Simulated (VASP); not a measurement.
Ga:

```
Ga
1.0
    -1.38440    1.38440    2.31122
     1.38440   -1.38440    2.31122
     1.38440    1.38440   -2.31122
Ga
1
Direct
  0.00000 0.00000 0.00000
```

```yaml
Program: VASP 6.6.1
Task: relaxation of cell and atoms
Functional: revPBE
Dispersion: D3(BJ)
Potentials_or_basis: VASP PAW PBE potentials, release 64 (Ga_d)
Cutoff: 600 eV
k_mesh: 13 × 13 × 13
Occupations: fermi-dirac, width 0.05 eV
Spin: no spin polarisation
```

At the start: pressure -0.7 GPa; volume 17.72 Å³/atom.

**Question.** Where does the relaxation end?

**Answer.** Over 16 steps the energy falls by 2.2 meV/atom and the volume is 17.61 Å³/atom (-0.6 %); space group I4/mmm (No. 139, to 0.05 Å).

Step by step:
| step | energy change (eV) | largest force (eV/Å) | pressure (GPa) | volume (Å³) |
| --- | --- | --- | --- | --- |
| 1 | 0.0000 | 0.0000 | -0.71 | 17.72 |
| 2 | -0.0007 | 0.0000 | 0.15 | 17.52 |
| 3 | -0.0007 | 0.0000 | 0.00 | 17.52 |
| 4 | -0.0009 | 0.0000 | -0.05 | 17.52 |
| 5 | -0.0013 | 0.0000 | -0.17 | 17.53 |
| 6 | -0.0018 | 0.0000 | -0.08 | 17.54 |
| 7 | 0.0006 | 0.0000 | 0.37 | 17.55 |
| 8 | -0.0019 | 0.0000 | -0.11 | 17.54 |
| 9 | -0.0020 | 0.0000 | 0.16 | 17.55 |
| 10 | -0.0021 | 0.0000 | 0.23 | 17.55 |
| 11 | -0.0022 | 0.0000 | 0.08 | 17.55 |
| 12 | -0.0022 | 0.0000 | 0.19 | 17.55 |
| 13 | -0.0020 | 0.0000 | -0.92 | 17.75 |
| 14 | -0.0022 | 0.0000 | 0.20 | 17.58 |
| 15 | -0.0022 | 0.0000 | -0.10 | 17.61 |
| 16 | -0.0022 | 0.0000 | -0.01 | 17.61 |

Final structure:
```
Ga
1.0
    -1.41022    1.41022    2.21314
     1.41022   -1.41022    2.21314
     1.41022    1.41022   -2.21314
Ga
1
Direct
  0.00000 0.00000 0.00000
```

Caveat: the PAW data sets were made with another functional, which shifts forces and pressure a little; pairwise dispersion overbinds metals, which lowers pressure and volume.
